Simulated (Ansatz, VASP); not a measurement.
## NaCl: VASP beside Ansatz

INCAR

```
PREC     = Accurate       # precision mode
ENCUT    = 520            # plane-wave cutoff, eV
EDIFF    = 1E-6           # SCF threshold, eV
ISMEAR   = -1             # smearing method
SIGMA    = 0.02           # smearing width, eV
LREAL    = False          # projectors in reciprocal space
LASPH    = True           # aspherical terms in the spheres
NELM     = 100            # most SCF steps
ALGO     = Normal         # electronic algorithm
ISIF     = 2              # what is computed and relaxed
LWAVE    = False          # write WAVECAR
LCHARG   = False          # write CHGCAR
GGA      = PE             # functional
NBANDS   = 14             # bands
```

KPOINTS

```
regular mesh
0
Gamma
  8 8 8
```

Contents of POSCAR:

```
NaCl
1.0
    3.2921038450      0.0000000000      0.0000000000
    0.0000000000      3.4595458649      0.0000000000
    0.0000000000      0.0000000000      3.4595458649
Na Cl
1 1
Direct
    0.0000000000      0.0000000000      0.0000000000
    0.5000000000      0.5000000000      0.5000000000
```

Input for Ansatz:

```yaml
crystal:
  lattice:
    - [3.292103845, 0.0, 0.0]
    - [0.0, 3.4595458649, 0.0]
    - [0.0, 0.0, 3.4595458649]
  atoms:
    - { symbol: Na, position: [0.0, 0.0, 0.0] }
    - { symbol: Cl, position: [0.5, 0.5, 0.5] }
kpoints:
  mp_grid: { grid: [8, 8, 8] }
  band_path:
    path:
      - [0.0, 0.0, 0.0]
      - [0.0, 0.5, 0.0]
      - [0.5, 0.5, 0.0]
      - [0.5, 0.5, 0.5]
      - [0.0, 0.5, 0.5]
    npoints: 1
hamiltonian:
  xc: pbe
scf:
  occupations: { method: fermi_dirac, width: 0.02 }
  n_extra_bands: 4
output:
  forces: true
  stress: true
  eigenvalues: true
  write_density: true
  write_potential: true
  elf: true
  volumetric_format: npy
```

Change from the starting cell: uniaxial_x strain -4.8%.

Alike in both runs: task single point; functional PBE; k mesh 8 × 8 × 8; occupations fermi-dirac, width 0.02 eV; no spin polarisation.

|  | VASP | Ansatz |
| --- | --- | --- |
| version | VASP 6.6.1 | Ansatz 0.2.0 |
| potentials or method | VASP PAW PBE potentials, release 64 (Na_pv, Cl) | plane waves, PAW |
| plane-wave cutoff (eV) | 520 | 420 |
| valence electrons in the cell | 14 | 16 |

```csv
,VASP,Ansatz,Ansatz less VASP
gap on the k mesh at the Fermi level (eV),4.01,4.01,-0.001
pressure (GPa),2.9,2.9,+0.05
"traceless stress, the component that is largest in VASP (GPa)",3.04,3.04,0.000
```

VASP's potentials hold 14 valence electrons a cell and Ansatz's 16, so a difference there can come from the potentials and not from the codes.
